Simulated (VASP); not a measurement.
A run of VASP 6.6.1:

File INCAR:

```
SYSTEM = TiSi2
PREC     = Accurate       ! precision mode
ENCUT    = 520            ! plane-wave cutoff, eV
EDIFF    = 1E-7           ! SCF threshold, eV
ISMEAR   = -1             ! smearing method
SIGMA    = 0.05           ! smearing width, eV
LREAL    = .False.        ! projectors in reciprocal space
LASPH    = .True.         ! aspherical terms in the spheres
NELM     = 150            ! most SCF steps
ALGO     = Fast           ! electronic algorithm
ISIF     = 2              ! what is computed and relaxed
LWAVE    = .False.        ! write WAVECAR
LCHARG   = .False.        ! write CHGCAR
LMAXMIX  = 4              ! l up to which the mixer works
LDAU     = .True.         ! DFT+U
LDAUTYPE = 2            
LDAUL    = 2 -1           ! shell
LDAUU    = 6 0            ! U, eV
LDAUJ    = 0 0          
LDAUPRINT= 1            
GGA      = PS             ! functional
NBANDS   = 17             ! bands
```

Contents of KPOINTS:

```
Automatic mesh
0
Gamma
  12 12 12
  0 0 0
```

File POSCAR:

```
TiSi2
1.0
   -1.5458868094      1.6007453033      4.5707481116
    1.5458868094     -1.6007453033      4.5707481116
    1.5458868094      1.6007453033     -4.5707481116
Ti Si
1 2
Direct
    0.0000000000      0.0000000000      0.0000000000
    0.6876662133      0.6876662133      0.0000000000
    0.3123337867      0.3123337867      0.0000000000
```

Potentials or basis: VASP PAW PBE potentials, release 64 (Ti_sv, Si).

Launch:

```console
$ cat potpaw_PBE.64/Ti_sv/POTCAR potpaw_PBE.64/Si/POTCAR > POTCAR
$ mpirun -np 1 vasp_std > vasp.out
```

Hardware: 1 thread of Oxide Virtual Turin-like Processor, with other jobs on the host.

**Question.** How long does it take, and how much memory?

**Answer.** Wall time 43 min on 1 thread of Oxide Virtual Turin-like Processor, on a shared host, peak memory 0.37 GiB. Counts: scf iterations 36, k points 280.
